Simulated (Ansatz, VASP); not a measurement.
## One calculation of Cu, two programs

INCAR

```
SYSTEM = Cu
PREC     = Accurate       ! precision mode
ENCUT    = 520            ! plane-wave cutoff, eV
EDIFF    = 1E-6           ! SCF threshold, eV
ISMEAR   = -1             ! smearing method
SIGMA    = 0.1            ! smearing width, eV
LREAL    = .FALSE.        ! projectors in reciprocal space
LASPH    = .TRUE.         ! aspherical terms in the spheres
NELM     = 60             ! most SCF steps
ALGO     = Normal         ! electronic algorithm
ISIF     = 2              ! what is computed and relaxed
LWAVE    = .FALSE.        ! write WAVECAR
LCHARG   = .FALSE.        ! write CHGCAR
GGA      = B5             ! functional
ALDAX    = 1.0          
AGGAX    = 1.0          
AGGAC    = 1.0          
ALDAC    = 0.0          
NBANDS   = 12             ! bands
```

Contents of KPOINTS:

```
regular mesh
0
G
  14 14 14
  0 0 0
```

Contents of POSCAR:

```
Cu
1.0
    2.4880583934      0.0000000000      0.0000000000
    0.0000000000      2.4880583934      0.0000000000
    0.0000000000      0.0000000000      2.4880583934
Cu
1
Direct
    0.0000000000      0.0000000000      0.0000000000
```

Input for Ansatz:

```yaml
crystal:
  lattice:
    - [2.4880583934, 0.0, 0.0]
    - [0.0, 2.4880583934, 0.0]
    - [0.0, 0.0, 2.4880583934]
  atoms:
    - { symbol: Cu, position: [0.0, 0.0, 0.0] }
hamiltonian:
  xc: blyp
  pseudopotentials:
    kind: paw
    azcp:
      Cu: "pseudopotentials/Cu.paw.azcp"
basis:
  ecutwfc: 420
  fft_grid_basis: typed
kpoints:
  mp_grid: { grid: [14, 14, 14], shift: [0, 0, 0] }
magnetization:
  spin_polarized: false
scf:
  occupations: { method: fermi_dirac, width: 0.1 }
  lower_state_search: "off"
output:
  stress: true
  write_density: true
  write_potential: true
  elf: true
  volumetric_format: npy
```

Alike in both runs: task single point; functional BLYP; k mesh 14 × 14 × 14; occupations fermi-dirac, width 0.1 eV; no spin polarisation.

|  | VASP | Ansatz |
| --- | --- | --- |
| version | VASP 6.6.1 | Ansatz 0.2.0 |
| potentials or method | VASP PAW PBE potentials, release 64 (Cu), cutoff 520 eV | plane waves (420 eV) with PAW, scalar-relativistic |
| valence electrons in the cell | 11 | 19 |

Ansatz gave:

```
pressure (GPa) : -3.0
```

Task: Estimate VASP's values.

Result: Pressure (GPa): -2.6.

VASP's potentials were made for PBE, not for BLYP. With one functional, cell and mesh, what is left measures potentials, basis and numerics. VASP's potentials hold 11 valence electrons a cell and Ansatz's 19, so a difference there can come from the potentials and not from the codes.
